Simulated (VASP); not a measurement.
# CdSe (P6_3mc) in VASP: further runs

Aim: see how the results for CdSe move with the level of theory and the settings. Levels: LDA, PBEsol. Tasks: single point, relaxation of cell and atoms.

Everything below comes from runs of VASP 6.6.1. Logs are shortened: lines on timing, memory, paths and dates and some standing lists are left out, and cuts for length are marked.

## (1) The cell of the first run

It takes space group P6_3mc (No. 186, hexagonal). The conventional cell has a = 4.339 Å, b = 4.339 Å, c = 14.159 Å, α = 90.00°, β = 90.00°, γ = 120.00°. Within 3.5 Å of Cd (site symmetry 3m) lie 4 Se at 2.65 to 2.66 Å. Cd (site symmetry 3m) has 4 Se at 2.66 Å within 3.5 Å. Se (site symmetry 3m) has 4 Cd at 2.66 Å within 3.5 Å. Within 3.5 Å of Se (site symmetry 3m) lie 4 Cd at 2.65 to 2.66 Å.

## (2) Single point, LDA

The input, INCAR:

```
SYSTEM = CdSe
PREC = Accurate ; ENCUT = 520
EDIFF = 1E-7 ; ISMEAR = 0
SIGMA = 0.01 ; LREAL = .False.
LASPH = .True. ; NELM = 60
ALGO = Normal ; ISIF = 2
LWAVE = .False. ; LCHARG = .False.
NBANDS = 46
```

The input, KPOINTS:

```
regular mesh
0
Gamma
  12 12 2
  0 0 0
```

The input, POSCAR:

```
CdSe
1.0
    4.3392846135      0.0000000000      0.0000000000
   -2.1696423067      3.7579307095      0.0000000000
    0.0000000000      0.0000000000     14.1586988435
Cd Se
4 4
Direct
    0.0000000000      0.0000000000     -0.0002015644
    0.3333333333      0.6666666667      0.2499621344
    0.0000000000      0.0000000000      0.4997984356
    0.6666666667      0.3333333333      0.7499621344
    0.0000000000      0.0000000000      0.1874999890
    0.3333333333      0.6666666667      0.4377394409
    0.0000000000      0.0000000000      0.6874999890
    0.6666666667      0.3333333333      0.9377394409
```

Potentials or basis: VASP PAW LDA potentials, release 64 (Cd, Se).

On the command line:

```sh
$ cat potpaw_LDA.64/Cd/POTCAR potpaw_LDA.64/Se/POTCAR > POTCAR
$ mpirun -np 1 vasp_std > vasp.out
```

OUTCAR:

```text
SYSTEM = CdSe
   PREC = Accurate
   ENCUT = 520
   EDIFF = 1E-7
   ISMEAR = 0
   LREAL = .False.
   LASPH = .True.
   NELM = 60
   ISIF = 2

 ion  position               nearest neighbor table
   1  0.000  0.000  1.000-   8 2.65   8 2.65   8 2.65   5 2.66
   2  0.333  0.667  0.250-   5 2.66   5 2.66   5 2.66   6 2.66
   3  0.000  0.000  0.500-   6 2.65   6 2.65   6 2.65   7 2.66
   4  0.667  0.333  0.750-   7 2.66   7 2.66   7 2.66   8 2.66
   5  0.000  0.000  0.187-   2 2.66   2 2.66   2 2.66   1 2.66
   6  0.333  0.667  0.438-   3 2.65   3 2.65   3 2.65   2 2.66
   7  0.000  0.000  0.687-   4 2.66   4 2.66   4 2.66   3 2.66
   8  0.667  0.333  0.938-   1 2.65   1 2.65   1 2.65   4 2.66

  LATTYP: Found a hexagonal cell.
 ALAT       =     4.3392846135
 C/A-ratio  =     3.2629108493

  Lattice vectors:

 A1 = (   4.3392846135,   0.0000000000,   0.0000000000)
 A2 = (  -2.1696423067,   3.7579307095,   0.0000000000)
 A3 = (   0.0000000000,   0.0000000000,  14.1586988435)

Analysis of symmetry for initial positions (statically):
=====================================================================
 Subroutine PRICEL returns:
 Original cell was already a primitive cell.

 Routine SETGRP: Setting up the symmetry group for a
 hexagonal supercell.

 Subroutine GETGRP returns: Found 12 space group operations
 (whereof  6 operations were pure point group operations)
 out of a pool of 24 trial point group operations.

The static configuration has the point symmetry C_3v.
 The point group associated with its full space group is C_6v.

Analysis of symmetry for dynamics (positions and initial velocities):
=====================================================================
 Subroutine PRICEL returns:
 Original cell was already a primitive cell.

 Routine SETGRP: Setting up the symmetry group for a
 hexagonal supercell.

 Subroutine GETGRP returns: Found 12 space group operations
 (whereof  6 operations were pure point group operations)
 out of a pool of 24 trial point group operations.

The dynamic configuration has the point symmetry C_3v.
 The point group associated with its full space group is C_6v.

 Subroutine INISYM returns: Found 12 space group operations
 (whereof  6 operations are pure point group operations),
 and found     1 'primitive' translations

----------------------------------------------------------------------------------------

                                     Primitive cell

  volume of cell :     230.8821

  direct lattice vectors                    reciprocal lattice vectors
     4.339284614  0.000000000  0.000000000     0.230452733  0.133051948  0.000000000
    -2.169642307  3.757930710  0.000000000     0.000000000  0.266103895  0.000000000
     0.000000000  0.000000000 14.158698843     0.000000000  0.000000000  0.070627959

  length of vectors
     4.339284614  4.339284613 14.158698843     0.266103895  0.266103895  0.070627959

  position of ions in fractional coordinates (direct lattice)
     0.000000000  0.000000000  0.999798436
     0.333333333  0.666666667  0.249962134
     0.000000000  0.000000000  0.499798436
     0.666666667  0.333333333  0.749962134
     0.000000000  0.000000000  0.187499989
     0.333333333  0.666666667  0.437739441
     0.000000000  0.000000000  0.687499989
     0.666666667  0.333333333  0.937739441

  ion indices of the primitive-cell ions
   primitive index   ion index
                 1           1
                 2           2
                 3           3
                 4           4
                 5           5
                 6           6
                 7           7
                 8           8

----------------------------------------------------------------------------------------

 KPOINTS: regular mesh

Automatic generation of k-mesh.
 Grid dimensions read from file:
 generate k-points for:   12   12    2

 Generating k-lattice:

  Cartesian coordinates                     Fractional coordinates (reciprocal lattice)
     0.019204394  0.011087662  0.000000000     0.083333333  0.000000000  0.000000000
     0.000000000  0.022175325  0.000000000     0.000000000  0.083333333  0.000000000
     0.000000000  0.000000000  0.035313979     0.000000000  0.000000000  0.500000000

  Length of vectors
     0.022175325  0.022175325  0.035313979

  Shift w.r.t. Gamma in fractional coordinates (k-lattice)
     0.000000000  0.000000000  0.000000000

 Subroutine IBZKPT returns following result:
 ===========================================

 Found     38 irreducible k-points:

 Following reciprocal coordinates:
            Coordinates               Weight
  0.000000  0.000000  0.000000      1.000000
  0.083333  0.000000  0.000000      6.000000
  0.166667  0.000000  0.000000      6.000000
  0.250000 -0.000000  0.000000      6.000000
  0.333333  0.000000  0.000000      6.000000
  0.416667  0.000000  0.000000      6.000000
[... 16 lines left out ...]
  0.250000 -0.000000  0.500000      6.000000
  0.333333  0.000000  0.500000      6.000000
 [... further k-points ...]
   k-points           NKPTS =     38   k-points in BZ     NKDIM =     38   number of bands    NBANDS=     46
   number of dos      NEDOS =    301   number of ions     NIONS =      8
   total plane-waves  NPLWV = 110592
   dimension x,y,z NGX =    32 NGY =   32 NGZ =  108
   dimension x,y,z NGXF=    64 NGYF=   64 NGZF=  216
   ions per type =               4   4
   NGX,Y,Z   is equivalent  to a cutoff of  12.26, 12.26, 12.68 a.u.
   NGXF,Y,Z  is equivalent  to a cutoff of  24.52, 24.52, 25.36 a.u.
 SYSTEM =  CdSe
   PREC   = accura    normal or accurate (medium, high low for compatibility)
   ISTART =      0    job   : 0-new  1-cont  2-samecut
   ICHARG =      2    charge: 1-file 2-atom 10-const
   ISPIN  =      1    spin polarized calculation?
   LNONCOLLINEAR =      F non collinear calculations
   LSORBIT =      F    spin-orbit coupling
   LASPH  =      T    aspherical Exc in radial PAW
   ENCUT  =  520.0 eV  38.22 Ry    6.18 a.u.   8.07  8.07 26.33*2*pi/ulx,y,z
   NELM   =     60;   NELMIN=  2; NELMDL= -5     # of ELM steps
   EDIFF  = 0.1E-06   stopping-criterion for ELM
   LREAL  =      F    real-space projection
   EDIFFG = 0.1E-05   stopping-criterion for IOM
   NSW    =      0    number of steps for IOM
   IBRION =     -1    ionic relax: 0-MD 1-quasi-New 2-CG
   NFREE  =      0    steps in history (QN), initial steepest desc. (CG)
   ISIF   =      2    stress and relaxation
   ISYM   =      2    0-nonsym 1-usesym 2-fastsym
   POTIM  = 0.5000    time-step for ionic-motion
   TEBEG  =    0.0;   TEEND  =   0.0 temperature during run
   PSTRESS=    0.0 pullay stress
   NELECT =      72.0000    total number of electrons
   NUPDOWN=      -1.0000    fix difference up-down
   EMIN   =  10.00;   EMAX   =-10.00  energy-range for DOS
   EFERMI =   0.00;   METHOD = LEGACY
   ISMEAR =     0;   SIGMA  =   0.01  broadening in eV -4-tet -1-fermi 0-gaus
   EFERMI_NEDOS =   21; number of points for ismear=-14 and -15
   IALGO  =     38    algorithm
   IMIX   =      4    mixing-type and parameters
     AMIX     =   0.40;   BMIX     =  1.00
     AMIX_MAG =   1.60;   BMIX_MAG =  1.00
  volume/ion in A,a.u.               =      28.86       194.76
  Fermi-wavevector in a.u.,A,eV,Ry     =   1.110169  2.097914 16.768829  1.232474
  Thomas-Fermi vector in A             =   2.246717
   LORBIT       =      0    0 simple, 1 ext, 2 COOP (PROOUT), +10 PAW based schemes
   GGA     = CA    functional components
   LHFCALC =     F    Hartree Fock is set to
   AEXX    =    0.0000 exact exchange contribution
   IVDW    =     0    specifies the selected vdW correction
   LEPSILON=     F    determine dielectric tensor
   LRPA    =     F    only Hartree local field effects (RPA)
 non-spin polarized calculation
 Gauss-broadening in eV      SIGMA  =   0.01
  energy-cutoff  :      520.00
  volume of cell :      230.88
 maximum number of plane-waves:      6240
   NGX = 17   NGY = 17   NGZ = 53

 number of electron      72.0000021 magnetization

 Free energy of the ion-electron system (eV)
  ---------------------------------------------------
  ext. energy  EPLUGINS =         0.00000000
  ---------------------------------------------------
  free energy    TOTEN  =       -26.93626457 eV

  energy without entropy =      -26.93626457  energy(sigma->0) =      -26.93626457

 E-fermi :   0.6688     XC(G=0):  -9.1748

 val. band max:        0.6055614639   @ k =   0.0000   0.0000   0.0000
 cond. band min:       0.9424357632   @ k =   0.0000   0.0000   0.0000
 fundamental gap:      0.3368742993
 Fermi energy:         0.6688016002

 k-point     1 :       0.0000    0.0000    0.0000
  band No.  band energies     occupation
      1     -11.9021      2.00000
      2     -11.7233      2.00000
      3     -11.7217      2.00000
      4     -11.5421      2.00000
      5      -7.2552      2.00000
      6      -7.2525      2.00000
[... 38 lines left out ...]
     45       6.4894      0.00000
     46       6.6432      0.00000

 k-point     2 :       0.0833    0.0000    0.0000
  band No.  band energies     occupation
      1     -11.8812      2.00000
      2     -11.7076      2.00000
      3     -11.7060      2.00000
      4     -11.5324      2.00000
      5      -7.2489      2.00000
      6      -7.2450      2.00000
[... 38 lines left out ...]
     45       6.5415      0.00000
     46       6.7045      0.00000

 k-point     3 :       0.1667    0.0000    0.0000
  band No.  band energies     occupation
      1     -11.8229      2.00000
      2     -11.6646      2.00000
      3     -11.6630      2.00000
      4     -11.5066      2.00000
      5      -7.2312      2.00000
      6      -7.2253      2.00000
[... 38 lines left out ...]
     45       6.6586      0.00000
     46       6.6891      0.00000

 k-point     4 :       0.2500   -0.0000    0.0000
  band No.  band energies     occupation
      1     -11.7396      2.00000
      2     -11.6054      2.00000
      3     -11.6039      2.00000
      4     -11.4739      2.00000
      5      -7.2088      2.00000
      6      -7.2012      2.00000
[... 920 lines left out ...]
     45       6.8785      0.00000
     46       6.8854      0.00000

 k-point    23 :       0.2500   -0.0000    0.5000
  band No.  band energies     occupation
      1     -11.6998      2.00000
      2     -11.6998      2.00000
      3     -11.5116      2.00000
      4     -11.5116      2.00000
      5      -7.1906      2.00000
      6      -7.1906      2.00000
[... 38 lines left out ...]
     45       7.0334      0.00000
     46       7.0334      0.00000

 k-point    24 :       0.3333    0.0000    0.5000
  band No.  band energies     occupation
      1     -11.6188      2.00000
      2     -11.6188      2.00000
      3     -11.4746      2.00000
      4     -11.4746      2.00000
      5      -7.1759      2.00000
      6      -7.1759      2.00000
[... 38 lines left out ...]
     45       7.2782      0.00000
     46       7.2830      0.00000

 [... further k-points ...]

------------------------ aborting loop because EDIFF is reached ----------------------------------------

  FORCE on cell =-STRESS in cart. coord.  units (eV):
  Direction    XX          YY          ZZ          XY          YZ          ZX
  --------------------------------------------------------------------------------------
  -------------------------------------------------------------------------------------
  Total       -3.9934043     -3.9934043     -3.9161010     -0.0000000      0.0000000      0.0000000
  in kB      -27.7117288    -27.7117288    -27.1752922     -0.0000000      0.0000000      0.0000000
  external PRESSURE =     -27.5329166 kB  Pullay stress =       0.0000000 kB

 VOLUME and BASIS-vectors are now :
 -----------------------------------------------------------------------------
  energy-cutoff  :      520.00
  volume of cell :      230.88
      direct lattice vectors                 reciprocal lattice vectors
     4.339284614  0.000000000  0.000000000     0.230452733  0.133051948  0.000000000
    -2.169642307  3.757930710  0.000000000     0.000000000  0.266103895  0.000000000
     0.000000000  0.000000000 14.158698843     0.000000000  0.000000000  0.070627959

 POSITION                                       TOTAL-FORCE (eV/Angst)
 -----------------------------------------------------------------------------------
      0.00000      0.00000     14.15584         0.000000     -0.000000      0.003587
     -0.00000      2.50529      3.53914         0.000000      0.000000     -0.005591
      0.00000      0.00000      7.07650        -0.000000      0.000000      0.003587
      2.16964      1.25264     10.61849         0.000000     -0.000000     -0.005591
      0.00000      0.00000      2.65476         0.000000      0.000000     -0.002393
     -0.00000      2.50529      6.19782         0.000000     -0.000000      0.004397
      0.00000      0.00000      9.73411         0.000000     -0.000000     -0.002393
      2.16964      1.25264     13.27717        -0.000000     -0.000000      0.004397
 -----------------------------------------------------------------------------------
    total drift:                               -0.000000     -0.000001      0.000196

  FREE ENERGIE OF THE ION-ELECTRON SYSTEM (eV)
  ---------------------------------------------------
  free  energy   TOTEN  =       -26.9362645675 eV

  energy  without entropy=      -26.9362645675  energy(sigma->0) =      -26.93626457
```

Wall time 4.6 min (1 thread of Intel Xeon Platinum 8488C (Sapphire Rapids), shared host); peak memory 0.45 GiB.

What came out:

| Property | Result |
| --- | --- |
| Free energy | -26.9363 eV |
| Pressure | -2.8 GPa |
| Largest force | 0.006 eV/Å |
| Band gap on the k mesh | 0.34 eV, direct |

Forces on the atoms (eV/Å):
```
Cd   0.000  0.000  0.004
Cd   0.000  0.000 -0.006
Cd   0.000  0.000  0.004
Cd   0.000  0.000 -0.006
Se   0.000  0.000 -0.002
Se   0.000  0.000  0.004
Se   0.000  0.000 -0.002
Se   0.000  0.000  0.004
```

Levels at points of the mesh, in eV from the valence-band top:
```csv
k point,band 34,band 35,band 36,band 37,band 38,band 39
"(0.00, 0.00, 0.00)",-0.02,0.00,0.00,0.34,2.02,2.07
"(0.50, 0.00, 0.00)",-1.29,-0.90,-0.73,2.33,2.65,3.23
"(0.00, 0.00, 0.50)",-0.12,-0.12,-0.12,1.43,1.43,2.12
"(0.50, 0.00, 0.50)",-1.23,-0.91,-0.91,2.76,2.76,3.25
```

## (3) Relaxation of cell and atoms, PBEsol

This run uses another cell than the first one, of 29.75 Å³/atom, 1.031 times its volume.

The input, INCAR:

```
SYSTEM = CdSe
PREC = Accurate
ENCUT = 600
EDIFF = 1E-6
ISMEAR = -1
SIGMA = 0.02
LREAL = .False.
LASPH = .True.
NELM = 60
ALGO = Normal
ISIF = 3
LWAVE = .False.
LCHARG = .False.
GGA = PS
IBRION = 2
NSW = 80
EDIFFG = -0.005
```

The input, KPOINTS:

```
regular mesh
0
Gamma
  6 6 2
  0 0 0
```

The input, POSCAR:

```
CdSe
1.0
    4.3826972658      0.0000000000      0.0000000000
   -2.1913486329      3.7955271692      0.0000000000
    0.0000000000      0.0000000000     14.3053196375
Cd Se
4 4
Direct
    0.0000000000      0.0000000000     -0.0001635496
    0.3333333333      0.6666666667      0.2499698784
    0.0000000000      0.0000000000      0.4998364504
    0.6666666667      0.3333333333      0.7499698784
    0.0000000000      0.0000000000      0.1874660271
    0.3333333333      0.6666666667      0.4377276440
    0.0000000000      0.0000000000      0.6874660271
    0.6666666667      0.3333333333      0.9377276440
```

Potentials or basis: VASP PAW PBE potentials, release 64 (Cd, Se).

On the command line:

```sh
$ cat potpaw_PBE.64/Cd/POTCAR potpaw_PBE.64/Se/POTCAR > POTCAR
$ mpirun -np 1 vasp_std > vasp.out
```

It took 6.3 min on 1 thread of Intel Xeon Platinum 8488C (Sapphire Rapids), shared host; peak memory 0.49 GiB.

Results (log left out):

| Property | Result |
| --- | --- |
| Free energy | -24.7015 eV |
| Relaxed volume | 28.28 Å³/atom |
| Relaxed cell | a = 4.310 Å, b = 4.310 Å, c = 14.066 Å, α = 90.00°, β = 90.00°, γ = 120.00° |
| Space group after relaxing (to 0.05 Å) | P6_3mc (No. 186) |
| Energy gained by relaxing | 11.2 meV/atom |
| Ionic steps | 3 |
| Pressure after relaxing | 0.0 GPa |
| Band gap on the k mesh | 0.50 eV, direct |

Forces on the atoms (eV/Å):
```
Cd   0.000  0.000  0.002
Cd   0.000  0.000 -0.001
Cd   0.000  0.000  0.002
Cd   0.000  0.000 -0.001
Se   0.000  0.000 -0.001
Se   0.000  0.000  0.000
Se   0.000  0.000 -0.001
Se   0.000  0.000  0.000
```

The path:
| step | energy change (eV) | largest force (eV/Å) | pressure (GPa) | volume (Å³) |
| --- | --- | --- | --- | --- |
| 1 | 0.0000 | 0.0022 | -2.34 | 237.96 |
| 2 | -0.0829 | 0.0031 | 0.70 | 223.34 |
| 3 | -0.0892 | 0.0020 | 0.01 | 226.26 |

Final structure:
```xyz
8
Lattice="4.3097 0.0000 0.0000 -2.1549 3.7323 0.0000 0.0000 0.0000 14.0661" Properties=species:S:1:pos:R:3 pbc="T T T"
Cd    0.0000    0.0000   14.0638
Cd    0.0000    2.4882    3.5160
Cd    0.0000    0.0000    7.0307
Cd    2.1549    1.2441   10.5491
Se    0.0000    0.0000    2.6370
Se    0.0000    2.4882    6.1572
Se    0.0000    0.0000    9.6701
Se    2.1549    1.2441   13.1903
```

Levels at points of the mesh, in eV from the valence-band top:
```csv
k point,band 34,band 35,band 36,band 37,band 38,band 39
"(0.00, 0.00, 0.00)",-0.02,0.00,0.00,0.50,2.14,2.18
"(0.50, 0.00, 0.00)",-1.34,-0.93,-0.76,2.44,2.73,3.30
"(0.00, 0.00, 0.50)",-0.12,-0.12,-0.12,1.56,1.56,2.24
"(0.50, 0.00, 0.50)",-1.27,-0.94,-0.94,2.87,2.87,3.32
```

Caveat: the PAW data sets were made with another functional, which shifts forces and pressure a little.
